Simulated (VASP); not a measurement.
A run of VASP 6.6.1:

File INCAR:

```
SYSTEM = HfC
ALGO = Normal
EDIFF = 1E-8
ENCUT = 520
GGA = PE
ISIF = 2
ISMEAR = -1
LASPH = .TRUE.
LCHARG = .FALSE.
LEFG = .TRUE.
LREAL = .FALSE.
LWAVE = .FALSE.
NBANDS = 14
NELM = 100
PREC = Accurate
SIGMA = 0.08
```

Contents of KPOINTS:

```
k-points
0
G
  11 11 11
  0 0 0
```

POSCAR

```
HfC
1.0
    0.0000000000      2.4965437627      2.4965437627
    2.4965437627      0.0000000000      2.4965437627
    2.4965437627      2.4965437627      0.0000000000
Hf C
1 1
Direct
    0.0000000000      0.0000000000      0.0000000000
    0.2500000000      0.2500000000      0.2500000000
```

Potentials or basis: VASP PAW PBE potentials, release 64 (Hf_pv, C).

The run is started by

```console
$ cat potpaw_PBE.64/Hf_pv/POTCAR potpaw_PBE.64/C/POTCAR > POTCAR
$ mpirun -np 1 vasp_std > vasp.out
```

Hardware: 1 thread of AMD EPYC 9R45 96-Core Processor (Zen 5), with other jobs on the host.

Problem. How long does it take, and how much memory?

Solution. Run time: 16 s on 1 thread of AMD EPYC 9R45 96-Core Processor (Zen 5), with other jobs on the host, peak memory 0.14 GiB. Counts: scf iterations 15, k points 56.
